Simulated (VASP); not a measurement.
Ca:

```
CELL_PARAMETERS angstrom
-2.24000 2.24000 2.24000
2.24000 -2.24000 2.24000
2.24000 2.24000 -2.24000
ATOMIC_POSITIONS crystal
Ca 0.00000 0.00000 0.00000
```

- Program: VASP 6.6.1
- Task: relaxation of cell and atoms
- Functional: PBE
- Potentials or basis: VASP PAW PBE potentials, release 64 (Ca_sv)
- Cutoff: 600 eV
- k mesh: 8 × 8 × 8
- Occupations: fermi-dirac, width 0.05 eV
- Spin: no spin polarisation

At the start: pressure -1.0 GPa; volume 44.96 Å³/atom.

Q: Where does the relaxation end?

A: Over 3 steps the energy falls by 8.3 meV/atom and the volume is 42.19 Å³/atom (-6.2 %); space group Im-3m (No. 229, to 0.05 Å).

The path:
```tsv
step	energy change (eV)	largest force (eV/Å)	pressure (GPa)	volume (Å³)
1	0.0000	0.0000	-0.96	44.96
2	-0.0072	0.0000	-0.37	43.23
3	-0.0083	0.0000	0.02	42.19
```

Final structure:
```cif
data_structure
_symmetry_space_group_name_H-M 'P 1'
_symmetry_Int_Tables_number 1
_cell_length_a 3.7984
_cell_length_b 3.7984
_cell_length_c 3.7984
_cell_angle_alpha 109.471
_cell_angle_beta 109.471
_cell_angle_gamma 109.471
_cell_volume 42.19
loop_
_atom_site_label
_atom_site_type_symbol
_atom_site_fract_x
_atom_site_fract_y
_atom_site_fract_z
_atom_site_occupancy
Ca1 Ca 0.00000 0.00000 0.00000 1
```
